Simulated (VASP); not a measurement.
# ZnO (P6_3/mmc) in VASP: further runs

ZnO is run at these levels: PBE; tasks: single point.

Program: VASP 6.6.1. These are calculated values, not measurements. Logs are shortened: lines on timing, memory, paths and dates and some standing lists are left out, and cuts for length are marked.

### Step 1. The cell of the first run

Symmetry: P6_3/mmc, No. 194, hexagonal system. Conventional cell: a = 3.417 Å, b = 3.417 Å, c = 4.478 Å, α = 90.00°, β = 90.00°, γ = 120.00°. Within 2.6 Å of Zn (site symmetry -6m2) lie 5 O at 1.97 to 2.24 Å. Within 2.6 Å of O (site symmetry -6m2) lie 5 Zn at 1.97 to 2.24 Å.

### Step 2. Single point, PBE

Contents of INCAR:

```
PREC = Accurate ; ENCUT = 520
EDIFF = 1E-7 ; ISMEAR = 0
SIGMA = 0.01 ; LREAL = False
LASPH = True ; NELM = 80
ALGO = Normal ; ISIF = 2
LWAVE = False ; LCHARG = False
GGA = PE ; NBANDS = 26
```

Contents of KPOINTS:

```
Automatic mesh
0
Gamma
  6 6 4
```

Contents of POSCAR:

```
ZnO
1.0
    3.4165334633      0.0000000000      0.0000000000
   -1.7082667316      2.9588047721      0.0000000000
    0.0000000000      0.0000000000      4.4775676713
Zn O
2 2
Direct
    0.3333333333      0.6666666667      0.2500000000
    0.6666666667      0.3333333333      0.7500000000
    0.6666666667      0.3333333333      0.2500000000
    0.3333333333      0.6666666667      0.7500000000
```

Potentials or basis: VASP PAW PBE potentials, release 64 (Zn, O).

Launch:

```
cat potpaw_PBE.64/Zn/POTCAR potpaw_PBE.64/O/POTCAR > POTCAR
mpirun -np 1 vasp_std > vasp.out
```

OUTCAR:

```text
PREC = Accurate
   ENCUT = 520
   EDIFF = 1E-7
   ISMEAR = 0
   LREAL = False
   LASPH = True
   NELM = 80
   ISIF = 2
   GGA = PE

 ion  position               nearest neighbor table
   1  0.333  0.667  0.250-   3 1.97   3 1.97   3 1.97   4 2.24   4 2.24   2 2.98   2 2.98   2 2.98
                             2 2.98   2 2.98   2 2.98
   2  0.667  0.333  0.750-   4 1.97   4 1.97   4 1.97   3 2.24   3 2.24   1 2.98   1 2.98   1 2.98
                             1 2.98   1 2.98   1 2.98
   3  0.667  0.333  0.250-   1 1.97   1 1.97   1 1.97   2 2.24   2 2.24
   4  0.333  0.667  0.750-   2 1.97   2 1.97   2 1.97   1 2.24   1 2.24

  LATTYP: Found a hexagonal cell.
 ALAT       =     3.4165334633
 C/A-ratio  =     1.3105587050

  Lattice vectors:

 A1 = (   3.4165334633,   0.0000000000,   0.0000000000)
 A2 = (  -1.7082667316,   2.9588047721,   0.0000000000)
 A3 = (   0.0000000000,   0.0000000000,   4.4775676713)

Analysis of symmetry for initial positions (statically):
=====================================================================
 Subroutine PRICEL returns:
 Original cell was already a primitive cell.

 Routine SETGRP: Setting up the symmetry group for a
 hexagonal supercell.

 Subroutine GETGRP returns: Found 24 space group operations
 (whereof 12 operations were pure point group operations)
 out of a pool of 24 trial point group operations.

The static configuration has the point symmetry D_3d.
 The point group associated with its full space group is D_6h.

Analysis of symmetry for dynamics (positions and initial velocities):
=====================================================================
 Subroutine PRICEL returns:
 Original cell was already a primitive cell.

 Routine SETGRP: Setting up the symmetry group for a
 hexagonal supercell.

 Subroutine GETGRP returns: Found 24 space group operations
 (whereof 12 operations were pure point group operations)
 out of a pool of 24 trial point group operations.

The dynamic configuration has the point symmetry D_3d.
 The point group associated with its full space group is D_6h.

 Subroutine INISYM returns: Found 24 space group operations
 (whereof 12 operations are pure point group operations),
 and found     1 'primitive' translations

----------------------------------------------------------------------------------------

                                     Primitive cell

  volume of cell :      45.2631

  direct lattice vectors                    reciprocal lattice vectors
     3.416533463  0.000000000  0.000000000     0.292694338  0.168987155  0.000000000
    -1.708266732  2.958804772  0.000000000     0.000000000  0.337974310  0.000000000
     0.000000000  0.000000000  4.477567671     0.000000000  0.000000000  0.223335541

  length of vectors
     3.416533463  3.416533463  4.477567671     0.337974310  0.337974310  0.223335541

  position of ions in fractional coordinates (direct lattice)
     0.333333333  0.666666667  0.250000000
     0.666666667  0.333333333  0.750000000
     0.666666667  0.333333333  0.250000000
     0.333333333  0.666666667  0.750000000

  ion indices of the primitive-cell ions
   primitive index   ion index
                 1           1
                 2           2
                 3           3
                 4           4

----------------------------------------------------------------------------------------

 KPOINTS: Automatic mesh

Automatic generation of k-mesh.
 Grid dimensions read from file:
 generate k-points for:    6    6    4

 Generating k-lattice:

  Cartesian coordinates                     Fractional coordinates (reciprocal lattice)
     0.048782390  0.028164526  0.000000000     0.166666667  0.000000000  0.000000000
     0.000000000  0.056329052  0.000000000     0.000000000  0.166666667  0.000000000
     0.000000000  0.000000000  0.055833885     0.000000000  0.000000000  0.250000000

  Length of vectors
     0.056329052  0.056329052  0.055833885

  Shift w.r.t. Gamma in fractional coordinates (k-lattice)
     0.000000000  0.000000000  0.000000000

 Subroutine IBZKPT returns following result:
 ===========================================

 Found     21 irreducible k-points:

 Following reciprocal coordinates:
            Coordinates               Weight
  0.000000  0.000000  0.000000      1.000000
  0.166667  0.000000  0.000000      6.000000
  0.333333  0.000000  0.000000      6.000000
  0.500000  0.000000  0.000000      3.000000
  0.166667  0.166667  0.000000      6.000000
  0.333333  0.166667  0.000000     12.000000
[... 13 lines left out ...]
  0.333333  0.166667  0.500000     12.000000
  0.333333  0.333333  0.500000      2.000000
   k-points           NKPTS =     21   k-points in BZ     NKDIM =     21   number of bands    NBANDS=     26
   number of dos      NEDOS =    301   number of ions     NIONS =      4
   total plane-waves  NPLWV =  28224
   dimension x,y,z NGX =    28 NGY =   28 NGZ =   36
   dimension x,y,z NGXF=    56 NGYF=   56 NGZF=   72
   ions per type =               2   2
   NGX,Y,Z   is equivalent  to a cutoff of  13.62, 13.62, 13.37 a.u.
   NGXF,Y,Z  is equivalent  to a cutoff of  27.25, 27.25, 26.73 a.u.
 SYSTEM =  unknown system
   PREC   = accura    normal or accurate (medium, high low for compatibility)
   ISTART =      0    job   : 0-new  1-cont  2-samecut
   ICHARG =      2    charge: 1-file 2-atom 10-const
   ISPIN  =      1    spin polarized calculation?
   LNONCOLLINEAR =      F non collinear calculations
   LSORBIT =      F    spin-orbit coupling
   LASPH  =      T    aspherical Exc in radial PAW
   ENCUT  =  520.0 eV  38.22 Ry    6.18 a.u.   6.35  6.35  8.33*2*pi/ulx,y,z
   NELM   =     80;   NELMIN=  2; NELMDL= -5     # of ELM steps
   EDIFF  = 0.1E-06   stopping-criterion for ELM
   LREAL  =      F    real-space projection
   EDIFFG = 0.1E-05   stopping-criterion for IOM
   NSW    =      0    number of steps for IOM
   IBRION =     -1    ionic relax: 0-MD 1-quasi-New 2-CG
   NFREE  =      0    steps in history (QN), initial steepest desc. (CG)
   ISIF   =      2    stress and relaxation
   ISYM   =      2    0-nonsym 1-usesym 2-fastsym
   POTIM  = 0.5000    time-step for ionic-motion
   TEBEG  =    0.0;   TEEND  =   0.0 temperature during run
   PSTRESS=    0.0 pullay stress
   NELECT =      36.0000    total number of electrons
   NUPDOWN=      -1.0000    fix difference up-down
   EMIN   =  10.00;   EMAX   =-10.00  energy-range for DOS
   EFERMI =   0.00;   METHOD = LEGACY
   ISMEAR =     0;   SIGMA  =   0.01  broadening in eV -4-tet -1-fermi 0-gaus
   EFERMI_NEDOS =   21; number of points for ismear=-14 and -15
   IALGO  =     38    algorithm
   IMIX   =      4    mixing-type and parameters
     AMIX     =   0.40;   BMIX     =  1.00
     AMIX_MAG =   1.60;   BMIX_MAG =  1.00
  volume/ion in A,a.u.               =      11.32        76.36
  Fermi-wavevector in a.u.,A,eV,Ry     =   1.516798  2.866332 31.302581  2.300675
  Thomas-Fermi vector in A             =   2.626139
   LORBIT       =      0    0 simple, 1 ext, 2 COOP (PROOUT), +10 PAW based schemes
   GGA     = PE    functional components
   LHFCALC =     F    Hartree Fock is set to
   AEXX    =    0.0000 exact exchange contribution
   IVDW    =     0    specifies the selected vdW correction
   LEPSILON=     F    determine dielectric tensor
   LRPA    =     F    only Hartree local field effects (RPA)
 non-spin polarized calculation
 Gauss-broadening in eV      SIGMA  =   0.01
  energy-cutoff  :      520.00
  volume of cell :       45.26
 maximum number of plane-waves:      1229
 NGX is ok and might be reduce to    28
   NGX = 13   NGY = 13   NGZ = 17

 number of electron      36.0000018 magnetization

 Free energy of the ion-electron system (eV)
  ---------------------------------------------------
  ext. energy  EPLUGINS =         0.00000000
  ---------------------------------------------------
  free energy    TOTEN  =       -17.52723565 eV

  energy without entropy =      -17.52723565  energy(sigma->0) =      -17.52723565

 E-fermi :   1.5660     XC(G=0): -11.2112

 val. band max:        1.4948365351   @ k =   0.3333   0.3333   0.5000
 cond. band min:       2.4947713222   @ k =   0.0000   0.0000   0.0000
 fundamental gap:      0.9999347871
 Fermi energy:         1.5659701805

 k-point     1 :       0.0000    0.0000    0.0000
  band No.  band energies     occupation
      1     -16.6638      2.00000
      2     -15.4595      2.00000
      3      -4.3002      2.00000
      4      -4.3002      2.00000
      5      -4.1779      2.00000
      6      -4.1779      2.00000
[... 18 lines left out ...]
     25      14.7175      0.00000
     26      17.0874      0.00000

 k-point     2 :       0.1667    0.0000    0.0000
  band No.  band energies     occupation
      1     -16.5169      2.00000
      2     -15.4455      2.00000
      3      -4.3465      2.00000
      4      -4.2069      2.00000
      5      -4.1780      2.00000
      6      -3.9940      2.00000
[... 18 lines left out ...]
     25      15.4188      0.00000
     26      16.6116      0.00000

 k-point     3 :       0.3333    0.0000    0.0000
  band No.  band energies     occupation
      1     -16.1697      2.00000
      2     -15.4629      2.00000
      3      -4.4660      2.00000
      4      -3.9923      2.00000
      5      -3.8475      2.00000
      6      -3.7545      2.00000
[... 18 lines left out ...]
     25      14.5764      0.00000
     26      17.2468      0.00000

 k-point     4 :       0.5000    0.0000    0.0000
  band No.  band energies     occupation
      1     -15.9263      2.00000
      2     -15.5372      2.00000
      3      -4.4648      2.00000
      4      -3.7082      2.00000
      5      -3.6966      2.00000
      6      -3.6260      2.00000
[... 18 lines left out ...]
     25      15.0198      0.00000
     26      16.8733      0.00000
[... 409 lines left out ...]
      1     -15.8201      2.00000
      2     -15.8201      2.00000
      3      -4.6895      2.00000
      4      -4.6895      2.00000
      5      -3.9518      2.00000
      6      -3.9518      2.00000
[... 18 lines left out ...]
     25      14.6764      0.00000
     26      14.6764      0.00000

 k-point    20 :       0.3333    0.1667    0.5000
  band No.  band energies     occupation
      1     -15.6740      2.00000
      2     -15.6740      2.00000
      3      -4.7249      2.00000
      4      -4.7249      2.00000
      5      -3.8529      2.00000
      6      -3.8529      2.00000
[... 18 lines left out ...]
     25      15.6353      0.00000
     26      15.6353      0.00000

 k-point    21 :       0.3333    0.3333    0.5000
  band No.  band energies     occupation
      1     -15.6258      2.00000
      2     -15.6258      2.00000
      3      -4.6223      2.00000
      4      -4.6223      2.00000
      5      -3.7529      2.00000
      6      -3.7529      2.00000
[... 18 lines left out ...]
     25      16.5958      0.00000
     26      16.5958      0.00000

------------------------ aborting loop because EDIFF is reached ----------------------------------------

  FORCE on cell =-STRESS in cart. coord.  units (eV):
  Direction    XX          YY          ZZ          XY          YZ          ZX
  --------------------------------------------------------------------------------------
  -------------------------------------------------------------------------------------
  Total        2.2146124      2.2146124      2.0111844      0.0000000     -0.0000000      0.0000000
  in kB       78.3906321     78.3906321     71.1898905      0.0000000     -0.0000000      0.0000000
  external PRESSURE =      75.9903849 kB  Pullay stress =       0.0000000 kB

 VOLUME and BASIS-vectors are now :
 -----------------------------------------------------------------------------
  energy-cutoff  :      520.00
  volume of cell :       45.26
      direct lattice vectors                 reciprocal lattice vectors
     3.416533463  0.000000000  0.000000000     0.292694338  0.168987155  0.000000000
    -1.708266732  2.958804772  0.000000000     0.000000000  0.337974310  0.000000000
     0.000000000  0.000000000  4.477567671     0.000000000  0.000000000  0.223335541

 POSITION                                       TOTAL-FORCE (eV/Angst)
 -----------------------------------------------------------------------------------
     -0.00000      1.97254      1.11939        -0.000000      0.000000      0.000000
      1.70827      0.98627      3.35818         0.000000     -0.000000      0.000000
      1.70827      0.98627      1.11939        -0.000000      0.000000      0.000000
     -0.00000      1.97254      3.35818        -0.000000      0.000000      0.000000
 -----------------------------------------------------------------------------------
    total drift:                                0.000000     -0.000000      0.000000

  FREE ENERGIE OF THE ION-ELECTRON SYSTEM (eV)
  ---------------------------------------------------
  free  energy   TOTEN  =       -17.5272356464 eV

  energy  without entropy=      -17.5272356464  energy(sigma->0) =      -17.52723565
```

It took 33 s on 1 thread of AMD EPYC 7R43 (Zen 3), shared host; peak memory 0.13 GiB.

What came out:

* Free energy: -17.5272 eV
* Pressure: 7.6 GPa
* Band gap on the k mesh: 1.00 eV, indirect (least direct gap 1.05 eV)

A k mesh can miss the band edges. A hybrid or GW would open this gap; PBE tends to underestimate it.

### Step 3. Single point, PBE

Contents of INCAR:

```
SYSTEM = ZnO
PREC = Accurate
ENCUT = 600
EDIFF = 1E-6
ISMEAR = 0
SIGMA = 0.01
LREAL = .False.
LASPH = .True.
NELM = 120
ALGO = Normal
ISIF = 2
LWAVE = .False.
LCHARG = .True.
GGA = PE
LELF = .True.
LVHAR = .True.
NBANDS = 26
GGA_COMPAT = .False.
```

Contents of KPOINTS:

```
Automatic mesh
0
Gamma
  2 2 2
  0 0 0
```

POSCAR is that of step 2.

Potentials or basis: VASP PAW PBE potentials, release 64 (Zn, O).

Launch:

```
cat potpaw_PBE.64/Zn/POTCAR potpaw_PBE.64/O/POTCAR > POTCAR
mpirun -np 1 vasp_std > vasp.out
```

OUTCAR:

```text
SYSTEM = ZnO
   PREC = Accurate
   ENCUT = 600
   EDIFF = 1E-6
   ISMEAR = 0
   LREAL = .False.
   LASPH = .True.
   NELM = 120
   ISIF = 2
   GGA = PE

 ion  position               nearest neighbor table
   1  0.333  0.667  0.250-   3 1.97   3 1.97   3 1.97   4 2.24   4 2.24   2 2.98   2 2.98   2 2.98
                             2 2.98   2 2.98   2 2.98
   2  0.667  0.333  0.750-   4 1.97   4 1.97   4 1.97   3 2.24   3 2.24   1 2.98   1 2.98   1 2.98
                             1 2.98   1 2.98   1 2.98
   3  0.667  0.333  0.250-   1 1.97   1 1.97   1 1.97   2 2.24   2 2.24
   4  0.333  0.667  0.750-   2 1.97   2 1.97   2 1.97   1 2.24   1 2.24

  LATTYP: Found a hexagonal cell.
 ALAT       =     3.4165334633
 C/A-ratio  =     1.3105587050

  Lattice vectors:

 A1 = (   3.4165334633,   0.0000000000,   0.0000000000)
 A2 = (  -1.7082667316,   2.9588047721,   0.0000000000)
 A3 = (   0.0000000000,   0.0000000000,   4.4775676713)

Analysis of symmetry for initial positions (statically):
=====================================================================
 Subroutine PRICEL returns:
 Original cell was already a primitive cell.

[... 156 lines left out ...]

 val. band max:        1.5684248660   @ k =   0.0000   0.0000   0.0000
 cond. band min:       2.5545618146   @ k =   0.0000   0.0000   0.0000
 fundamental gap:      0.9861369486
 Fermi energy:         1.6954833077

 k-point     1 :       0.0000    0.0000    0.0000
  band No.  band energies     occupation
      1     -16.5224      2.00000
      2     -15.3001      2.00000
      3      -4.2564      2.00000
      4      -4.2564      2.00000
      5      -4.1428      2.00000
      6      -4.1428      2.00000
[... 105 lines left out ...]
     25      15.1558      0.00000
     26      15.1558      0.00000

------------------------ aborting loop because EDIFF is reached ----------------------------------------

  FORCE on cell =-STRESS in cart. coord.  units (eV):
  Direction    XX          YY          ZZ          XY          YZ          ZX
  --------------------------------------------------------------------------------------
  -------------------------------------------------------------------------------------
  Total        3.3319935      3.3319935      0.2225558      0.0000000      0.0000000      0.0000000
  in kB      117.9425672    117.9425672      7.8778061      0.0000000      0.0000000      0.0000000
  external PRESSURE =      81.2543135 kB  Pullay stress =       0.0000000 kB

 VOLUME and BASIS-vectors are now :
 -----------------------------------------------------------------------------
  energy-cutoff  :      600.00
  volume of cell :       45.26
      direct lattice vectors                 reciprocal lattice vectors
     3.416533463  0.000000000  0.000000000     0.292694338  0.168987155  0.000000000
    -1.708266732  2.958804772  0.000000000     0.000000000  0.337974310  0.000000000
     0.000000000  0.000000000  4.477567671     0.000000000  0.000000000  0.223335541

 POSITION                                       TOTAL-FORCE (eV/Angst)
 -----------------------------------------------------------------------------------
     -0.00000      1.97254      1.11939        -0.000000     -0.000000      0.000000
      1.70827      0.98627      3.35818         0.000000      0.000000      0.000000
      1.70827      0.98627      1.11939         0.000000      0.000000      0.000000
     -0.00000      1.97254      3.35818         0.000000      0.000000      0.000000
 -----------------------------------------------------------------------------------
    total drift:                                0.000000     -0.000000      0.000000

  FREE ENERGIE OF THE ION-ELECTRON SYSTEM (eV)
  ---------------------------------------------------
  free  energy   TOTEN  =       -16.9892909104 eV

  energy  without entropy=      -16.9892909104  energy(sigma->0) =      -16.98929091
```

It took 11 s on 1 thread of AMD EPYC 7R43 (Zen 3), shared host; peak memory 0.13 GiB.

Results:

| Property | Result |
| --- | --- |
| Free energy | -16.9893 eV |
| Pressure | 8.1 GPa |
| Band gap on the k mesh | 0.99 eV, direct |

Caveat: the k points lie up to 1.06 Å⁻¹ apart.

### Step 4. Single point, PBE

Contents of INCAR:

```
PREC = Accurate
ENCUT = 600
EDIFF = 1E-6
ISMEAR = 0
SIGMA = 0.01
LREAL = False
LASPH = True
NELM = 120
ALGO = Normal
ISIF = 2
LWAVE = False
LCHARG = False
GGA = PE
NBANDS = 26
GGA_COMPAT = False
```

Contents of KPOINTS:

```
regular mesh
0
Gamma
  5 5 5
```

POSCAR is that of step 3.

Launch:

```
cat potpaw_PBE.64/Zn/POTCAR potpaw_PBE.64/O/POTCAR > POTCAR
mpirun -np 1 vasp_std > vasp.out
```

Wall time 25 s (1 thread of AMD EPYC 7R43 (Zen 3), shared host); peak memory 0.14 GiB.

It converged, with:

```
Free energy            : -17.5295 eV
Pressure               : 7.4 GPa
Band gap on the k mesh : 1.05 eV, direct
```

Stress tensor (GPa, compression positive):
```
7.70 0.00 0.00
0.00 7.70 0.00
0.00 0.00 6.93
```

Levels at points of the mesh, in eV from the valence-band top:
```tsv
k point	band 15	band 16	band 17	band 18	band 19	band 20	band 21	band 22
(0.00, 0.00, 0.00)	-0.75	-0.75	0.00	0.00	1.05	4.99	10.03	11.53
```

Caveat: the k points lie up to 0.42 Å⁻¹ apart.

### Step 5. The runs side by side

```csv
k mesh,cutoff (eV),gap on the mesh (eV),pressure (GPa)
6 × 6 × 4,520,1.00,7.6
2 × 2 × 2,600,0.99,8.1
5 × 5 × 5,600,1.05,7.4
```

Alike in all rows: task single point; level PBE; potentials or basis VASP PAW PBE potentials, release 64 (Zn, O); no spin polarisation; cell as given; smearing gaussian 0.01 eV.

Caveats: some runs use coarse meshes.

Absolute energies hang on the potentials; compare differences alone.
